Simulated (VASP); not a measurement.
# PtSe2 in VASP: a series of runs

The runs below take PtSe2 through single point, with PBE, r2SCAN.

All numbers are computed with VASP 6.6.1; they aren't measurements. Logs are shortened: lines on timing, memory, paths and dates and some standing lists are left out, and cuts for length are marked.

## 1. The cell of the first run

The structure is trigonal, space group P-3m1 (No. 164). Conventional cell: a = 3.578 Å, b = 3.578 Å, c = 5.277 Å, α = 90.00°, β = 90.00°, γ = 120.00°. Within 3.3 Å of Pt (site symmetry -3m) lie 6 Se at 2.48 Å. Within 3.6 Å of Se (site symmetry 3m) lie 3 Pt at 2.48 Å and 12 Se at 3.27 to 3.58 Å.

## 2. Single point, PBE (biaxial xy strain -4.0%)

INCAR

```
PREC = Accurate
ENCUT = 520
EDIFF = 1E-6
ISMEAR = -1
SIGMA = 0.02
LREAL = F
LASPH = T
NELM = 100
ALGO = Normal
ISIF = 2
LWAVE = F
LCHARG = F
GGA = PE
NBANDS = 18
```

KPOINTS

```
Automatic mesh
0
Gamma
  12 12 6
```

POSCAR

```
PtSe2
1.0
    3.5783857541      0.0000000000      0.0000000000
   -1.7891928770      3.0989729676      0.0000000000
    0.0000000000      0.0000000000      5.2771566385
Pt Se
1 2
Direct
    0.0000000000      0.0000000000      0.0000000000
    0.3333333333      0.6666666667      0.2594478624
    0.6666666667      0.3333333333      0.7405521376
```

Potentials or basis: VASP PAW PBE potentials, release 64 (Pt, Se).

The run is started by

```
$ cat potpaw_PBE.64/Pt/POTCAR potpaw_PBE.64/Se/POTCAR > POTCAR
$ mpirun -np 1 vasp_std > vasp.out
```

OUTCAR:

```text
PREC = Accurate
   ENCUT = 520
   EDIFF = 1E-6
   ISMEAR = -1
   LREAL = F
   LASPH = T
   NELM = 100
   ISIF = 2
   GGA = PE

 ion  position               nearest neighbor table
   1  0.000  0.000  0.000-   2 2.48   3 2.48   2 2.48   3 2.48   3 2.48   2 2.48
   2  0.333  0.667  0.259-   1 2.48   1 2.48   1 2.48
   3  0.667  0.333  0.741-   1 2.48   1 2.48   1 2.48

  LATTYP: Found a hexagonal cell.
 ALAT       =     3.5783857541
 C/A-ratio  =     1.4747310662

  Lattice vectors:

 A1 = (   3.5783857541,   0.0000000000,   0.0000000000)
 A2 = (  -1.7891928770,   3.0989729676,   0.0000000000)
 A3 = (   0.0000000000,   0.0000000000,   5.2771566385)

Analysis of symmetry for initial positions (statically):
=====================================================================
 Subroutine PRICEL returns:
 Original cell was already a primitive cell.

 Routine SETGRP: Setting up the symmetry group for a
 hexagonal supercell.

 Subroutine GETGRP returns: Found 12 space group operations
 (whereof 12 operations were pure point group operations)
 out of a pool of 24 trial point group operations.

The static configuration has the point symmetry D_3d.

Analysis of symmetry for dynamics (positions and initial velocities):
=====================================================================
 Subroutine PRICEL returns:
 Original cell was already a primitive cell.

 Routine SETGRP: Setting up the symmetry group for a
 hexagonal supercell.

 Subroutine GETGRP returns: Found 12 space group operations
 (whereof 12 operations were pure point group operations)
 out of a pool of 24 trial point group operations.

The dynamic configuration has the point symmetry D_3d.

 Subroutine INISYM returns: Found 12 space group operations
 (whereof 12 operations are pure point group operations),
 and found     1 'primitive' translations

----------------------------------------------------------------------------------------

                                     Primitive cell

  volume of cell :      58.5201

  direct lattice vectors                    reciprocal lattice vectors
     3.578385754  0.000000000  0.000000000     0.279455617  0.161343776  0.000000000
    -1.789192877  3.098972968  0.000000000     0.000000000  0.322687552  0.000000000
     0.000000000  0.000000000  5.277156639     0.000000000  0.000000000  0.189495986

  length of vectors
     3.578385754  3.578385754  5.277156639     0.322687552  0.322687552  0.189495986
[... 82 lines left out ...]
   NELM   =    100;   NELMIN=  2; NELMDL= -5     # of ELM steps
   EDIFF  = 0.1E-05   stopping-criterion for ELM
   LREAL  =      F    real-space projection
   EDIFFG = 0.1E-04   stopping-criterion for IOM
   NSW    =      0    number of steps for IOM
   IBRION =     -1    ionic relax: 0-MD 1-quasi-New 2-CG
   NFREE  =      0    steps in history (QN), initial steepest desc. (CG)
   ISIF   =      2    stress and relaxation
   ISYM   =      2    0-nonsym 1-usesym 2-fastsym
   POTIM  = 0.5000    time-step for ionic-motion
   TEBEG  =    0.0;   TEEND  =   0.0 temperature during run
   PSTRESS=    0.0 pullay stress
   NELECT =      22.0000    total number of electrons
   NUPDOWN=      -1.0000    fix difference up-down
   EMIN   =  10.00;   EMAX   =-10.00  energy-range for DOS
   EFERMI =   0.00;   METHOD = LEGACY
   ISMEAR =    -1;   SIGMA  =   0.02  broadening in eV -4-tet -1-fermi 0-gaus
   EFERMI_NEDOS =   21; number of points for ismear=-14 and -15
   IALGO  =     38    algorithm
   IMIX   =      4    mixing-type and parameters
     AMIX     =   0.40;   BMIX     =  1.00
     AMIX_MAG =   1.60;   BMIX_MAG =  1.00
  volume/ion in A,a.u.               =      19.51       131.64
  Fermi-wavevector in a.u.,A,eV,Ry     =   1.181537  2.232782 18.994145  1.396030
  Thomas-Fermi vector in A             =   2.317809
   LORBIT       =      0    0 simple, 1 ext, 2 COOP (PROOUT), +10 PAW based schemes
   GGA     = PE    functional components
   LHFCALC =     F    Hartree Fock is set to
   AEXX    =    0.0000 exact exchange contribution
   IVDW    =     0    specifies the selected vdW correction
   LEPSILON=     F    determine dielectric tensor
   LRPA    =     F    only Hartree local field effects (RPA)
 non-spin polarized calculation
  energy-cutoff  :      520.00
  volume of cell :       58.52
 maximum number of plane-waves:      1604
 NGX is ok and might be reduce to    28
   NGX = 13   NGY = 13   NGZ = 19

 number of electron      21.9999999 magnetization

 Free energy of the ion-electron system (eV)
  ---------------------------------------------------
  ext. energy  EPLUGINS =         0.00000000
  ---------------------------------------------------
  free energy    TOTEN  =       -13.97700448 eV

  energy without entropy =      -13.97603873  energy(sigma->0) =      -13.97652161

 E-fermi :   7.0141     XC(G=0): -10.8394

 val. band max:        6.9882107658   @ k =   0.0000   0.1667   0.1667
 cond. band min:       7.0313598474   @ k =   0.0833  -0.0000   0.0000
 fundamental gap:      0.0431490816
 Fermi energy:         7.0140711038

 k-point     1 :       0.0000    0.0000    0.0000
  band No.  band energies     occupation
      1      -8.8641      2.00000
      2      -6.2311      2.00000
      3      -0.6551      2.00000
      4       0.6723      2.00000
      5       0.6723      2.00000
      6       2.8926      2.00000
[... 481 lines left out ...]
      5       0.9318      2.00000
      6       2.2536      2.00000
[... 10 lines left out ...]
     17      15.6239      0.00000
     18      16.2566      0.00000

 [... further k-points ...]

------------------------ aborting loop because EDIFF is reached ----------------------------------------

  FORCE on cell =-STRESS in cart. coord.  units (eV):
  Direction    XX          YY          ZZ          XY          YZ          ZX
  --------------------------------------------------------------------------------------
  -------------------------------------------------------------------------------------
  Total        5.6284978      5.6284978      2.3262521      0.0000000      0.0000000      0.0000000
  in kB      154.0984084    154.0984084     63.6887073      0.0000000      0.0000000      0.0000000
  external PRESSURE =     123.9618414 kB  Pullay stress =       0.0000000 kB

 VOLUME and BASIS-vectors are now :
 -----------------------------------------------------------------------------
  energy-cutoff  :      520.00
  volume of cell :       58.52
      direct lattice vectors                 reciprocal lattice vectors
     3.578385754  0.000000000  0.000000000     0.279455617  0.161343776  0.000000000
    -1.789192877  3.098972968  0.000000000     0.000000000  0.322687552  0.000000000
     0.000000000  0.000000000  5.277156639     0.000000000  0.000000000  0.189495986

 POSITION                                       TOTAL-FORCE (eV/Angst)
 -----------------------------------------------------------------------------------
      0.00000      0.00000      0.00000         0.000000      0.000000      0.000000
     -0.00000      2.06598      1.36915        -0.000000     -0.000000      0.282088
      1.78919      1.03299      3.90801         0.000000      0.000000     -0.282088
 -----------------------------------------------------------------------------------
    total drift:                               -0.000000      0.000000      0.000000

  FREE ENERGIE OF THE ION-ELECTRON SYSTEM (eV)
  ---------------------------------------------------
  free  energy   TOTEN  =       -13.9770044849 eV

  energy  without entropy=      -13.9760387306  energy(sigma->0) =      -13.97652161
```

stdout:

```text
POSCAR found type information on POSCAR PtSe
 POSCAR found :  2 types and       3 ions
 scaLAPACK will be used
 LDA part: xc-table for (Slater+PW92), standard interpolation
 POSCAR, INCAR and KPOINTS ok, starting setup
 FFT: planning ... GRIDC
 FFT: planning ... GRID_SOFT
 FFT: planning ... GRID
 WAVECAR not read
 entering main loop
```

Run time: 1.8 min. Hardware: 1 thread of Intel Xeon 8259CL, shared host; peak memory 0.26 GiB.

What came out:

```
Free energy            : -13.9770 eV
Pressure               : 12.4 GPa
Largest force          : 0.282 eV/Å
Band gap on the k mesh : zero (bands 11 and 12 overlap by 0.33 eV)
```

Forces on the atoms (eV/Å):
```
Pt   0.000  0.000  0.000
Se   0.000  0.000  0.282
Se   0.000  0.000 -0.282
```

Caveat: the cell differs from its parent crystal (biaxial xy strain -4.0%); the stress differs along the axes, from 6 to 15 GPa; spin-orbit coupling is left out, which moves the levels of the heavy elements.

## 3. Single point, r2SCAN (biaxial xy strain -4.0%)

POSCAR is that of step 2.

INCAR.step1

```
SYSTEM = PtSe2
PREC     = Accurate       ! precision mode
ENCUT    = 520            ! plane-wave cutoff, eV
ISMEAR   = -1             ! smearing method
SIGMA    = 0.02           ! smearing width, eV
LREAL    = .False.        ! projectors in reciprocal space
LASPH    = .True.         ! aspherical terms in the spheres
NELM     = 100            ! most SCF steps
NBANDS   = 18             ! bands
GGA      = PE             ! functional
ALGO     = Normal         ! electronic algorithm
EDIFF    = 1E-4           ! SCF threshold, eV
LWAVE    = .True.         ! write WAVECAR
LCHARG   = .False.        ! write CHGCAR
```

INCAR.step2

```
SYSTEM = PtSe2
PREC     = Accurate       ! precision mode
ENCUT    = 520            ! plane-wave cutoff, eV
EDIFF    = 1E-7           ! SCF threshold, eV
ISMEAR   = -1             ! smearing method
SIGMA    = 0.02           ! smearing width, eV
LREAL    = .False.        ! projectors in reciprocal space
LASPH    = .True.         ! aspherical terms in the spheres
NELM     = 100            ! most SCF steps
ALGO     = Normal         ! electronic algorithm
ISIF     = 2              ! what is computed and relaxed
LWAVE    = .False.        ! write WAVECAR
LCHARG   = .True.         ! write CHGCAR
METAGGA  = R2SCAN         ! meta-GGA
LMIXTAU  = .True.       
LELF     = .True.         ! ELF
LVHAR    = .True.       
NBANDS   = 18             ! bands
ISTART   = 1
```

KPOINTS

```
regular mesh
0
Gamma
  12 12 6
  0 0 0
```

Potentials or basis: VASP PAW PBE potentials, release 64 (Pt, Se).

The run is started by

```
$ cat potpaw_PBE.64/Pt/POTCAR potpaw_PBE.64/Se/POTCAR > POTCAR
$ cp INCAR.step1 INCAR
$ mpirun -np 1 vasp_std > vasp.out
$ cp INCAR.step2 INCAR
$ mpirun -np 1 vasp_std > vasp.out
```

Run time: 9.7 min. Hardware: 1 thread of Intel Xeon 8259CL, shared host; peak memory 0.26 GiB.

The run converged. Its results:

```yaml
Free_energy: -81.2556 eV
Pressure: 10.2 GPa
Largest_force: 0.014 eV/Å
Band_gap_on_the_k_mesh: zero (bands 11 and 12 overlap by 0.18 eV)
```

Forces on the atoms (eV/Å):
```
Pt   0.000  0.000  0.000
Se   0.000  0.000 -0.014
Se   0.000  0.000  0.014
```

Stress tensor (GPa, compression positive):
```
12.82  0.00  0.00
 0.00 12.82  0.00
 0.00  0.00  4.90
```

Levels at points of the mesh, in eV from the Fermi level:
```tsv
k point	band 8	band 9	band 10	band 11	band 12	band 13	band 14	band 15
(0.00, 0.00, 0.00)	-3.23	-0.91	-0.91	0.20	1.60	1.60	4.44	5.21
(0.50, 0.00, 0.00)	-3.68	-3.66	-3.39	-3.09	0.73	2.42	5.40	6.13
(0.00, 0.00, 0.50)	-3.54	-1.92	-1.37	-1.37	2.45	2.45	5.42	7.25
(0.50, 0.00, 0.50)	-3.66	-3.28	-2.64	-1.78	1.01	2.03	4.53	4.93
```

Caveat: the cell differs from its parent crystal (biaxial xy strain -4.0%); the stress differs along the axes, from 5 to 13 GPa; the PAW data sets were made with another functional, which shifts forces and pressure a little; spin-orbit coupling is left out, which moves the levels of the heavy elements.

## 4. Single point, PBE (uniaxial x strain -0.8%)

INCAR

```
SYSTEM = PtSe2
  PREC = Accurate
  ENCUT = 520
  EDIFF = 1E-6
  ISMEAR = -1
  SIGMA = 0.02
  LREAL = .FALSE.
  LASPH = .TRUE.
  NELM = 100
  ALGO = Normal
  ISIF = 2
  LWAVE = .FALSE.
  LCHARG = .FALSE.
  GGA = PE
  NBANDS = 18
```

KPOINTS

```
regular mesh
0
G
  12 12 6
  0 0 0
```

POSCAR

```
PtSe2
1.0
    3.7003126210      0.0000000000      0.0000000000
   -1.8501563105      3.2291059368      0.0000000000
    0.0000000000      0.0000000000      5.2771566385
Pt Se
1 2
Direct
    0.0000000000      0.0000000000      0.0000000000
    0.3326801524      0.6653603047      0.2474448098
    0.6673198476      0.3346396953      0.7525551902
```

The run is started by

```
$ cat potpaw_PBE.64/Pt/POTCAR potpaw_PBE.64/Se/POTCAR > POTCAR
$ mpirun -np 1 vasp_std > vasp.out
```

Run time: 4.6 min. Hardware: 1 thread of Intel Xeon 8259CL, shared host; peak memory 0.4 GiB.

It converged, with:

```yaml
Free_energy: -14.2336 eV
Pressure: 4.5 GPa
Largest_force: 0.182 eV/Å
Band_gap_on_the_k_mesh: zero (bands 11 and 12 overlap by 0.19 eV)
```

Forces in eV/Å, atoms in the order of the input:
```
Pt   0.000  0.000  0.000
Se   0.000 -0.005  0.182
Se   0.000  0.005 -0.182
```

Stress tensor (GPa, compression positive):
```
 5.67  0.00  0.00
 0.00  4.82 -0.13
 0.00 -0.13  2.86
```

Levels at points of the mesh, in eV from the Fermi level:
| k point | band 7 | band 8 | band 9 | band 10 | band 11 | band 12 | band 13 | band 14 | band 15 | band 16 |
| --- | --- | --- | --- | --- | --- | --- | --- | --- | --- | --- |
| (0.00, 0.00, 0.00) | -3.95 | -2.66 | -1.05 | -0.99 | 0.17 | 1.50 | 1.51 | 3.83 | 4.05 | 7.32 |
| (0.50, 0.00, 0.00) | -3.60 | -3.42 | -3.35 | -3.31 | -2.96 | 0.68 | 2.15 | 4.62 | 5.63 | 6.99 |
| (0.00, 0.50, 0.00) | -3.65 | -3.41 | -3.35 | -3.25 | -2.98 | 0.67 | 2.16 | 4.68 | 5.70 | 6.99 |
| (0.00, 0.00, 0.50) | -3.97 | -2.94 | -1.83 | -1.38 | -1.34 | 2.16 | 2.17 | 4.75 | 6.12 | 6.90 |
| (0.50, 0.00, 0.50) | -3.53 | -3.42 | -3.14 | -2.76 | -1.55 | 1.03 | 1.50 | 4.19 | 4.73 | 6.82 |
| (0.00, 0.50, 0.50) | -3.54 | -3.42 | -3.17 | -2.69 | -1.56 | 1.05 | 1.48 | 4.25 | 4.77 | 6.81 |

Caveat: the cell differs from its parent crystal (uniaxial x strain -0.8%); the cell stands under pressure; spin-orbit coupling is left out, which moves the levels of the heavy elements.

## 5. Single point, r2SCAN (uniaxial x strain -0.8%)

POSCAR is that of step 4.

INCAR.step1

```
SYSTEM = PtSe2
ALGO     = Normal         ! electronic algorithm
EDIFF    = 1E-4           ! SCF threshold, eV
ENCUT    = 520            ! plane-wave cutoff, eV
GGA      = PE             ! functional
ISMEAR   = -1             ! smearing method
LASPH    = .TRUE.         ! aspherical terms in the spheres
LCHARG   = .FALSE.        ! write CHGCAR
LREAL    = .FALSE.        ! projectors in reciprocal space
LWAVE    = .TRUE.         ! write WAVECAR
NBANDS   = 18             ! bands
NELM     = 100            ! most SCF steps
PREC     = Accurate       ! precision mode
SIGMA    = 0.02           ! smearing width, eV
```

INCAR.step2

```
SYSTEM = PtSe2
ALGO     = Normal         ! electronic algorithm
EDIFF    = 1E-6           ! SCF threshold, eV
ENCUT    = 520            ! plane-wave cutoff, eV
ISIF     = 2              ! what is computed and relaxed
ISMEAR   = -1             ! smearing method
ISTART   = 1            
LASPH    = .TRUE.         ! aspherical terms in the spheres
LCHARG   = .FALSE.        ! write CHGCAR
LMIXTAU  = .TRUE.       
LREAL    = .FALSE.        ! projectors in reciprocal space
LWAVE    = .FALSE.        ! write WAVECAR
METAGGA  = R2SCAN         ! meta-GGA
NBANDS   = 18             ! bands
NELM     = 100            ! most SCF steps
PREC     = Accurate       ! precision mode
SIGMA    = 0.02           ! smearing width, eV
```

KPOINTS

```
k-points
0
G
  12 12 6
  0 0 0
```

The run is started by

```
$ cat potpaw_PBE.64/Pt/POTCAR potpaw_PBE.64/Se/POTCAR > POTCAR
$ cp INCAR.step1 INCAR
$ mpirun -np 1 vasp_std > vasp.out
$ cp INCAR.step2 INCAR
$ mpirun -np 1 vasp_std > vasp.out
```

Run time: 25 min. Hardware: 1 thread of Intel Xeon 8259CL, shared host; peak memory 0.4 GiB.

Results (log left out):

* Free energy: -81.4653 eV
* Pressure: 2.1 GPa
* Largest force: 0.019 eV/Å
* Band gap on the k mesh: zero (bands 11 and 12 overlap by 0.07 eV)

Forces on the atoms (eV/Å):
```
Pt   0.000  0.000  0.000
Se   0.000 -0.001 -0.019
Se   0.000  0.001  0.019
```

Stress tensor (GPa, compression positive):
```
 2.83  0.00  0.00
 0.00  1.88 -0.14
 0.00 -0.14  1.67
```

Levels at points of the mesh, in eV from the Fermi level:
```tsv
k point	band 7	band 8	band 9	band 10	band 11	band 12	band 13	band 14	band 15	band 16
(0.00, 0.00, 0.00)	-4.22	-2.86	-1.20	-1.14	0.10	1.53	1.54	4.23	4.57	7.71
(0.50, 0.00, 0.00)	-3.78	-3.71	-3.60	-3.52	-3.15	0.74	2.19	4.87	6.09	7.36
(0.00, 0.50, 0.00)	-3.82	-3.71	-3.61	-3.45	-3.16	0.73	2.21	4.93	6.17	7.36
(0.00, 0.00, 0.50)	-4.24	-3.06	-1.93	-1.54	-1.49	2.20	2.22	5.16	6.56	7.26
(0.50, 0.00, 0.50)	-3.76	-3.71	-3.39	-2.95	-1.68	1.06	1.61	4.47	5.10	7.28
(0.00, 0.50, 0.50)	-3.77	-3.71	-3.43	-2.88	-1.69	1.08	1.58	4.52	5.15	7.27
```

Caveat: the cell differs from its parent crystal (uniaxial x strain -0.8%); the PAW data sets were made with another functional, which shifts forces and pressure a little; spin-orbit coupling is left out, which moves the levels of the heavy elements.

## 6. Overview

```csv
level,cell,gap on the mesh (eV),pressure (GPa),largest force (eV/Å)
PBE,"a = 3.578, b = 3.578, c = 5.277 Å, angles 90.0, 90.0, 120.0°, 3 atoms, biaxial xy strain -4.0%",none,12.4,0.28
r2SCAN,"a = 3.578, b = 3.578, c = 5.277 Å, angles 90.0, 90.0, 120.0°, 3 atoms, biaxial xy strain -4.0%",none,10.2,0.01
PBE,"a = 3.700, b = 3.722, c = 5.277 Å, angles 90.0, 90.0, 119.8°, 3 atoms, uniaxial x strain -0.8%",none,4.5,0.18
r2SCAN,"a = 3.700, b = 3.722, c = 5.277 Å, angles 90.0, 90.0, 119.8°, 3 atoms, uniaxial x strain -0.8%",none,2.1,0.02
```

Alike in all rows: task single point; potentials or basis VASP PAW PBE potentials, release 64 (Pt, Se); no spin polarisation; k mesh 12 × 12 × 6; cutoff (eV) 520; smearing fermi-dirac 0.02 eV.

Caveats: spin-orbit coupling is left out, which moves the levels of the heavy elements; the PAW data sets were made with another functional, which shifts forces and pressure a little (at least some runs); the stress differs along the axes, from 6 to 15 GPa (at least some runs); the stress differs along the axes, from 5 to 13 GPa (at least some runs); the cell stands under pressure (at least some runs).

Absolute energies hang on the potentials; compare differences alone.

The gap in the log of VASP goes by the Fermi energy; the results here count the filled bands.